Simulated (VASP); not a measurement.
# Rb4Te3Ru (Pm-3m) in VASP: single point with PBE

Aim: the single point of Rb4Te3Ru with PBE.

All numbers are computed with VASP 6.6.1; they aren't measurements. Logs are shortened: lines on timing, memory, paths and dates and some standing lists are left out, and cuts for length are marked.

**1. The cell of the first run**

The structure is cubic, space group Pm-3m (No. 221). The conventional cell has a = 6.274 Å, b = 6.274 Å, c = 6.274 Å, α = 90.00°, β = 90.00°, γ = 90.00°. Rb (site symmetry m-3m) has 6 Te at 3.14 Å within 4.1 Å. Rb (site symmetry 4/mmm) has 4 Te at 3.14 Å and 2 Ru at 3.14 Å within 4.1 Å. Within 4.1 Å of Te (site symmetry 4/mmm) lie 6 Rb at 3.14 Å. Within 4.1 Å of Ru (site symmetry m-3m) lie 6 Rb at 3.14 Å.

**2. Single point, PBE**

File INCAR:

```
ALGO     = Fast           # electronic algorithm
EDIFF    = 1E-6           # SCF threshold, eV
ENCUT    = 520            # plane-wave cutoff, eV
GGA      = PE             # functional
ISIF     = 2              # what is computed and relaxed
ISMEAR   = 0              # smearing method
LASPH    = T              # aspherical terms in the spheres
LCHARG   = F              # write CHGCAR
LREAL    = F              # projectors in reciprocal space
LWAVE    = F              # write WAVECAR
NBANDS   = 44             # bands
NELM     = 80             # most SCF steps
PREC     = Accurate       # precision mode
SIGMA    = 0.1            # smearing width, eV
```

File KPOINTS:

```
k-points
0
Gamma
  4 4 4
```

File POSCAR:

```
Rb4Te3Ru
1.0
    6.2740363300      0.0000000000      0.0000000000
    0.0000000000      6.2740363300      0.0000000000
    0.0000000000      0.0000000000      6.2740363300
Rb Te Ru
4 3 1
Direct
    0.5000000000      0.5000000000      0.5000000000
    0.5000000000      0.0000000000      0.0000000000
    0.0000000000      0.5000000000      0.0000000000
    0.0000000000      0.0000000000      0.5000000000
    0.5000000000      0.0000000000      0.5000000000
    0.5000000000      0.5000000000      0.0000000000
    0.0000000000      0.5000000000      0.5000000000
    0.0000000000      0.0000000000      0.0000000000
```

Potentials or basis: VASP PAW PBE potentials, release 64 (Rb_sv, Te, Ru_pv).

The run is started by

```bash
cat potpaw_PBE.64/Rb_sv/POTCAR potpaw_PBE.64/Te/POTCAR potpaw_PBE.64/Ru_pv/POTCAR > POTCAR
mpirun -np 1 vasp_std > vasp.out
```

OUTCAR:

```text
EDIFF = 1E-6
   ENCUT = 520
   GGA = PE
   ISIF = 2
   ISMEAR = 0
   LASPH = T
   LREAL = F
   NELM = 80
   PREC = Accurate

 ion  position               nearest neighbor table
   1  0.500  0.500  0.500-   5 3.14   6 3.14   7 3.14   6 3.14   5 3.14   7 3.14   2 4.44   3 4.44
                             2 4.44   2 4.44   4 4.44   3 4.44   2 4.44   3 4.44   4 4.44   4 4.44
   2  0.500  0.000  0.000-   5 3.14   6 3.14   8 3.14   5 3.14   6 3.14   8 3.14   1 4.44   4 4.44
                             1 4.44   1 4.44   3 4.44   3 4.44   1 4.44   3 4.44   4 4.44   4 4.44
   3  0.000  0.500  0.000-   6 3.14   7 3.14   8 3.14   7 3.14   8 3.14   6 3.14   1 4.44   4 4.44
                             1 4.44   2 4.44   4 4.44   2 4.44   4 4.44   1 4.44   2 4.44   4 4.44
   4  0.000  0.000  0.500-   5 3.14   7 3.14   8 3.14   8 3.14   7 3.14   5 3.14   2 4.44   3 4.44
                             1 4.44   1 4.44   3 4.44   2 4.44   3 4.44   1 4.44   2 4.44   3 4.44
   5  0.500  0.000  0.500-   1 3.14   2 3.14   4 3.14   2 3.14   1 3.14   4 3.14
   6  0.500  0.500  0.000-   1 3.14   2 3.14   3 3.14   1 3.14   2 3.14   3 3.14
   7  0.000  0.500  0.500-   1 3.14   3 3.14   4 3.14   3 3.14   4 3.14   1 3.14
   8  0.000  0.000  0.000-   2 3.14   3 3.14   4 3.14   4 3.14   3 3.14   2 3.14

  LATTYP: Found a simple cubic cell.
 ALAT       =     6.2740363300

  Lattice vectors:

 A1 = (   6.2740363300,   0.0000000000,   0.0000000000)
 A2 = (   0.0000000000,   6.2740363300,   0.0000000000)
 A3 = (   0.0000000000,   0.0000000000,   6.2740363300)

Analysis of symmetry for initial positions (statically):
=====================================================================
 Subroutine PRICEL returns:
 Original cell was already a primitive cell.

 Routine SETGRP: Setting up the symmetry group for a
 simple cubic supercell.

 Subroutine GETGRP returns: Found 48 space group operations
 (whereof 48 operations were pure point group operations)
 out of a pool of 48 trial point group operations.

The static configuration has the point symmetry O_h .

Analysis of symmetry for dynamics (positions and initial velocities):
=====================================================================
 Subroutine PRICEL returns:
 Original cell was already a primitive cell.

 Routine SETGRP: Setting up the symmetry group for a
 simple cubic supercell.

 Subroutine GETGRP returns: Found 48 space group operations
 (whereof 48 operations were pure point group operations)
 out of a pool of 48 trial point group operations.

The dynamic configuration has the point symmetry O_h .

 Subroutine INISYM returns: Found 48 space group operations
 (whereof 48 operations are pure point group operations),
 and found     1 'primitive' translations

----------------------------------------------------------------------------------------

                                     Primitive cell

  volume of cell :     246.9682

  direct lattice vectors                    reciprocal lattice vectors
     6.274036330  0.000000000  0.000000000     0.159387027  0.000000000  0.000000000
     0.000000000  6.274036330  0.000000000     0.000000000  0.159387027  0.000000000
     0.000000000  0.000000000  6.274036330     0.000000000  0.000000000  0.159387027

  length of vectors
     6.274036330  6.274036330  6.274036330     0.159387027  0.159387027  0.159387027

  position of ions in fractional coordinates (direct lattice)
     0.500000000  0.500000000  0.500000000
     0.500000000  0.000000000  0.000000000
     0.000000000  0.500000000  0.000000000
     0.000000000  0.000000000  0.500000000
     0.500000000  0.000000000  0.500000000
     0.500000000  0.500000000  0.000000000
     0.000000000  0.500000000  0.500000000
     0.000000000  0.000000000  0.000000000

  ion indices of the primitive-cell ions
   primitive index   ion index
                 1           1
                 2           2
                 3           3
                 4           4
                 5           5
                 6           6
                 7           7
                 8           8

----------------------------------------------------------------------------------------

 KPOINTS: k-points

Automatic generation of k-mesh.
 Grid dimensions read from file:
 generate k-points for:    4    4    4

 Generating k-lattice:

  Cartesian coordinates                     Fractional coordinates (reciprocal lattice)
     0.039846757  0.000000000  0.000000000     0.250000000  0.000000000  0.000000000
     0.000000000  0.039846757  0.000000000     0.000000000  0.250000000  0.000000000
     0.000000000  0.000000000  0.039846757     0.000000000  0.000000000  0.250000000

  Length of vectors
     0.039846757  0.039846757  0.039846757

  Shift w.r.t. Gamma in fractional coordinates (k-lattice)
     0.000000000  0.000000000  0.000000000

 Subroutine IBZKPT returns following result:
 ===========================================

 Found     10 irreducible k-points:

 Following reciprocal coordinates:
            Coordinates               Weight
  0.000000  0.000000  0.000000      1.000000
  0.250000  0.000000  0.000000      6.000000
  0.500000  0.000000  0.000000      3.000000
  0.250000  0.250000  0.000000     12.000000
  0.500000  0.250000  0.000000     12.000000
  0.500000  0.500000  0.000000      3.000000
  0.250000  0.250000  0.250000      8.000000
  0.500000  0.250000  0.250000     12.000000
  0.500000  0.500000  0.250000      6.000000
  0.500000  0.500000  0.500000      1.000000
   k-points           NKPTS =     10   k-points in BZ     NKDIM =     10   number of bands    NBANDS=     44
   number of dos      NEDOS =    301   number of ions     NIONS =      8
   total plane-waves  NPLWV = 110592
   dimension x,y,z NGX =    48 NGY =   48 NGZ =   48
   dimension x,y,z NGXF=    96 NGYF=   96 NGZF=   96
   ions per type =               4   3   1
   NGX,Y,Z   is equivalent  to a cutoff of  12.72, 12.72, 12.72 a.u.
   NGXF,Y,Z  is equivalent  to a cutoff of  25.44, 25.44, 25.44 a.u.
 SYSTEM =  unknown system
   PREC   = accura    normal or accurate (medium, high low for compatibility)
   ISTART =      0    job   : 0-new  1-cont  2-samecut
   ICHARG =      2    charge: 1-file 2-atom 10-const
   ISPIN  =      1    spin polarized calculation?
   LNONCOLLINEAR =      F non collinear calculations
   LSORBIT =      F    spin-orbit coupling
   LASPH  =      T    aspherical Exc in radial PAW
   ENCUT  =  520.0 eV  38.22 Ry    6.18 a.u.  11.67 11.67 11.67*2*pi/ulx,y,z
   NELM   =     80;   NELMIN=  2; NELMDL= -5     # of ELM steps
   EDIFF  = 0.1E-05   stopping-criterion for ELM
   LREAL  =      F    real-space projection
   EDIFFG = 0.1E-04   stopping-criterion for IOM
   NSW    =      0    number of steps for IOM
   IBRION =     -1    ionic relax: 0-MD 1-quasi-New 2-CG
   NFREE  =      0    steps in history (QN), initial steepest desc. (CG)
   ISIF   =      2    stress and relaxation
   ISYM   =      2    0-nonsym 1-usesym 2-fastsym
   POTIM  = 0.5000    time-step for ionic-motion
   TEBEG  =    0.0;   TEEND  =   0.0 temperature during run
   PSTRESS=    0.0 pullay stress
   NELECT =      68.0000    total number of electrons
   NUPDOWN=      -1.0000    fix difference up-down
   EMIN   =  10.00;   EMAX   =-10.00  energy-range for DOS
   EFERMI =   0.00;   METHOD = LEGACY
   ISMEAR =     0;   SIGMA  =   0.10  broadening in eV -4-tet -1-fermi 0-gaus
   EFERMI_NEDOS =   21; number of points for ismear=-14 and -15
   IALGO  =     68    algorithm
   IMIX   =      4    mixing-type and parameters
     AMIX     =   0.40;   BMIX     =  1.00
     AMIX_MAG =   1.60;   BMIX_MAG =  1.00
  volume/ion in A,a.u.               =      30.87       208.33
  Fermi-wavevector in a.u.,A,eV,Ry     =   1.065036  2.012625 15.433098  1.134301
  Thomas-Fermi vector in A             =   2.200574
   LORBIT       =      0    0 simple, 1 ext, 2 COOP (PROOUT), +10 PAW based schemes
   GGA     = PE    functional components
   LHFCALC =     F    Hartree Fock is set to
   AEXX    =    0.0000 exact exchange contribution
   IVDW    =     0    specifies the selected vdW correction
   LEPSILON=     F    determine dielectric tensor
   LRPA    =     F    only Hartree local field effects (RPA)
 non-spin polarized calculation
 RMM-DIIS sequential band-by-band and
 Gauss-broadening in eV      SIGMA  =   0.10
  energy-cutoff  :      520.00
  volume of cell :      246.97
 maximum number of plane-waves:      6704
 NGX is ok and might be reduce to    48
   NGX = 23   NGY = 23   NGZ = 23

 number of electron      67.9999987 magnetization

 Free energy of the ion-electron system (eV)
  ---------------------------------------------------
  ext. energy  EPLUGINS =         0.00000000
  ---------------------------------------------------
  free energy    TOTEN  =       -15.49566411 eV

  energy without entropy =      -15.39689302  energy(sigma->0) =      -15.44627856

 E-fermi :   3.0228     XC(G=0):  -9.0681

 val. band max:        3.0131970932   @ k =   0.5000   0.2500   0.0000
 cond. band min:       3.0245220098   @ k =   0.5000   0.0000   0.0000
 fundamental gap:      0.0113249166
 Fermi energy:         3.0227537782

 k-point     1 :       0.0000    0.0000    0.0000
  band No.  band energies     occupation
      1     -37.8572      2.00000
      2     -37.8572      2.00000
      3     -37.8572      2.00000
      4     -22.9189      2.00000
      5     -22.8833      2.00000
      6     -22.8833      2.00000
[... 36 lines left out ...]
     43       8.5519      0.00000
     44       8.8595      0.00000

 k-point     2 :       0.2500    0.0000    0.0000
  band No.  band energies     occupation
      1     -37.8572      2.00000
      2     -37.8572      2.00000
      3     -37.8572      2.00000
      4     -22.9139      2.00000
      5     -22.8869      2.00000
      6     -22.8832      2.00000
[... 36 lines left out ...]
     43       8.0993      0.00000
     44       8.0994      0.00000

 k-point     3 :       0.5000    0.0000    0.0000
  band No.  band energies     occupation
      1     -37.8573      2.00000
      2     -37.8572      2.00000
      3     -37.8572      2.00000
      4     -22.9064      2.00000
      5     -22.8929      2.00000
      6     -22.8831      2.00000
[... 36 lines left out ...]
     43       8.9514      0.00000
     44       8.9518      0.00000

 k-point     4 :       0.2500    0.2500    0.0000
  band No.  band energies     occupation
      1     -37.8572      2.00000
      2     -37.8572      2.00000
      3     -37.8572      2.00000
      4     -22.9093      2.00000
      5     -22.8879      2.00000
      6     -22.8853      2.00000
[... 36 lines left out ...]
     43       8.1205      0.00000
     44       8.8331      0.00000

 k-point     5 :       0.5000    0.2500    0.0000
  band No.  band energies     occupation
      1     -37.8573      2.00000
      2     -37.8572      2.00000
      3     -37.8572      2.00000
      4     -22.9024      2.00000
      5     -22.8926      2.00000
      6     -22.8859      2.00000
[... 36 lines left out ...]
     43       9.0021      0.00000
     44       9.2594      0.00000

 k-point     6 :       0.5000    0.5000    0.0000
  band No.  band energies     occupation
      1     -37.8573      2.00000
      2     -37.8573      2.00000
      3     -37.8572      2.00000
      4     -22.8946      2.00000
      5     -22.8924      2.00000
      6     -22.8924      2.00000
[... 36 lines left out ...]
     43       9.1449      0.00000
     44       9.3850      0.00000

 k-point     7 :       0.2500    0.2500    0.2500
  band No.  band energies     occupation
      1     -37.8572      2.00000
      2     -37.8572      2.00000
      3     -37.8572      2.00000
      4     -22.9054      2.00000
      5     -22.8878      2.00000
      6     -22.8878      2.00000
[... 36 lines left out ...]
     43       7.8211      0.00000
     44       9.4914      0.00000

 k-point     8 :       0.5000    0.2500    0.2500
  band No.  band energies     occupation
      1     -37.8573      2.00000
      2     -37.8572      2.00000
      3     -37.8572      2.00000
      4     -22.8993      2.00000
      5     -22.8925      2.00000
      6     -22.8877      2.00000
[... 36 lines left out ...]
     43       9.0651      0.00000
     44       9.4247      0.00000

 k-point     9 :       0.5000    0.5000    0.2500
  band No.  band energies     occupation
      1     -37.8573      2.00000
      2     -37.8573      2.00000
      3     -37.8572      2.00000
      4     -22.8934      2.00000
      5     -22.8923      2.00000
      6     -22.8923      2.00000
[... 36 lines left out ...]
     43       8.9523      0.00000
     44      10.0026      0.00000

 k-point    10 :       0.5000    0.5000    0.5000
  band No.  band energies     occupation
      1     -37.8573      2.00000
      2     -37.8573      2.00000
      3     -37.8573      2.00000
      4     -22.8922      2.00000
      5     -22.8922      2.00000
      6     -22.8922      2.00000
[... 36 lines left out ...]
     43       8.9626      0.00000
     44      10.2139      0.00000

------------------------ aborting loop because EDIFF is reached ----------------------------------------

  FORCE on cell =-STRESS in cart. coord.  units (eV):
  Direction    XX          YY          ZZ          XY          YZ          ZX
  --------------------------------------------------------------------------------------
  -------------------------------------------------------------------------------------
  Total       18.7068060     18.7068060     18.7068060     -0.0000000     -0.0000000      0.0000000
  in kB      121.3582034    121.3582034    121.3582034     -0.0000000     -0.0000000      0.0000000
  external PRESSURE =     121.3582034 kB  Pullay stress =       0.0000000 kB

 VOLUME and BASIS-vectors are now :
 -----------------------------------------------------------------------------
  energy-cutoff  :      520.00
  volume of cell :      246.97
      direct lattice vectors                 reciprocal lattice vectors
     6.274036330  0.000000000  0.000000000     0.159387027  0.000000000  0.000000000
     0.000000000  6.274036330  0.000000000     0.000000000  0.159387027  0.000000000
     0.000000000  0.000000000  6.274036330     0.000000000  0.000000000  0.159387027

 POSITION                                       TOTAL-FORCE (eV/Angst)
 -----------------------------------------------------------------------------------
      3.13702      3.13702      3.13702         0.000000      0.000000      0.000000
      3.13702      0.00000      0.00000         0.000000      0.000000      0.000000
      0.00000      3.13702      0.00000         0.000000      0.000000      0.000000
      0.00000      0.00000      3.13702         0.000000      0.000000      0.000000
      3.13702      0.00000      3.13702         0.000000      0.000000      0.000000
      3.13702      3.13702      0.00000         0.000000      0.000000      0.000000
      0.00000      3.13702      3.13702         0.000000      0.000000      0.000000
      0.00000      0.00000      0.00000         0.000000      0.000000      0.000000
 -----------------------------------------------------------------------------------
    total drift:                                0.000000      0.000000      0.000000

  FREE ENERGIE OF THE ION-ELECTRON SYSTEM (eV)
  ---------------------------------------------------
  free  energy   TOTEN  =       -15.4956641087 eV

  energy  without entropy=      -15.3968930185  energy(sigma->0) =      -15.44627856
```

It took 1.9 min on 1 thread of Intel Xeon Platinum 8488C (Sapphire Rapids), shared host; peak memory 0.38 GiB.

Results:

```
Free energy            : -15.4957 eV
Pressure               : 12.1 GPa
Band gap on the k mesh : zero (band 34 reaches 3.20 eV, above the bottom of band 35 at 2.96 eV)
```

Caveat: spin-orbit coupling is left out, which moves the levels of the heavy elements.
